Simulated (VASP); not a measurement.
Here is a VASP 6.6.1 calculation.

The input INCAR:

```
SYSTEM = Tl
PREC = Accurate
ENCUT = 520
EDIFF = 1E-6
ISMEAR = -1
SIGMA = 0.05
LREAL = .False.
LASPH = .True.
NELM = 100
ALGO = Normal
ISIF = 2
LWAVE = .False.
LCHARG = .False.
GGA = PS
NBANDS = 20
```

The input KPOINTS:

```
Automatic mesh
0
Gamma
  11 11 6
  0 0 0
```

POSCAR

```
Tl
1.0
    3.4512244626      0.0000000000      0.0000000000
   -1.7256122313      2.9888480588      0.0000000000
    0.0000000000      0.0000000000      5.5367128749
Tl
2
Direct
    0.3333333333      0.6666666667      0.2500000000
    0.6666666667      0.3333333333      0.7500000000
```

Potentials or basis: VASP PAW PBE potentials, release 64 (Tl_d).

Command:

```sh
$ cat potpaw_PBE.64/Tl_d/POTCAR > POTCAR
$ mpirun -np 1 vasp_std > vasp.out
```

Problem. Estimate the band gap on the k mesh.

Solution. Zero (band 13 reaches 9.86 eV, above the bottom of band 14 at 4.24 eV).

Problem. What does it give for the pressure?

Solution. -0.1 GPa.

Caveat: the PAW data sets were made with another functional, which shifts forces and pressure a little; spin-orbit coupling is left out, which moves the levels of the heavy elements.
